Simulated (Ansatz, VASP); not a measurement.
**Hg3O in VASP and in Ansatz**

Contents of INCAR:

```
  ALGO = Normal
  EDIFF = 1E-6
  ENCUT = 600
  GGA = PE
  GGA_COMPAT = F
  ISIF = 2
  ISMEAR = 0
  LASPH = T
  LCHARG = F
  LREAL = F
  LWAVE = F
  NBANDS = 29
  NELM = 120
  PREC = Accurate
  SIGMA = 0.1
```

File KPOINTS:

```
k-points
0
Gamma
  4 4 4
```

POSCAR

```
Hg3O
1.0
    4.3247241720      0.0000000000      0.0000000000
    0.0000000000      4.3247241720      0.0000000000
    0.0000000000      0.0000000000      4.3247241720
Hg O
3 1
Direct
    0.0000000000      0.5000000000      0.5000000000
    0.5000000000      0.0000000000      0.5000000000
    0.5000000000      0.5000000000      0.0000000000
    0.0000000000      0.0000000000      0.0000000000
```

Input for Ansatz:

```yaml
crystal:
  lattice:
    - [4.324724172, 0.0, 0.0]
    - [0.0, 4.324724172, 0.0]
    - [0.0, 0.0, 4.324724172]
  atoms:
    - { symbol: Hg, position: [0.0, 0.5, 0.5] }
    - { symbol: Hg, position: [0.5, 0.0, 0.5] }
    - { symbol: Hg, position: [0.5, 0.5, 0.0] }
    - { symbol: O, position: [0.0, 0.0, 0.0] }
basis:
  ecutwfc: 420
kpoints:
  mp_grid: { grid: [4, 4, 4] }
hamiltonian:
  xc: pbe
scf:
  occupations: { method: gaussian, width: 0.1 }
  lower_state_search: "off"
output:
  forces: true
  stress: true
  eigenvalues: true
```

Alike in both runs: task single point; functional PBE; k mesh 4 × 4 × 4; occupations gaussian, width 0.1 eV; no spin polarisation.

```csv
,VASP,Ansatz
version,VASP 6.6.1,Ansatz 0.2.0
potentials or method,"VASP PAW PBE potentials, release 64 (Hg, O), cutoff 600 eV","scalar-relativistic, plane waves, PAW"
valence electrons in the cell,42,66
```

|  | VASP | Ansatz | Ansatz less VASP |
| --- | --- | --- | --- |
| gap on the k mesh at the Fermi level (eV) | none | none | - |
| pressure (GPa) | -0.6 | -1.0 | -0.41 |

A gap of «none» marks a metal or a gap that the smearing closes. VASP's potentials hold 42 valence electrons a cell and Ansatz's 66, so a difference there can come from the potentials and not from the codes.

The k mesh is coarse, so the values compare programs but aren't converged. Neither program's run includes spin-orbit coupling.
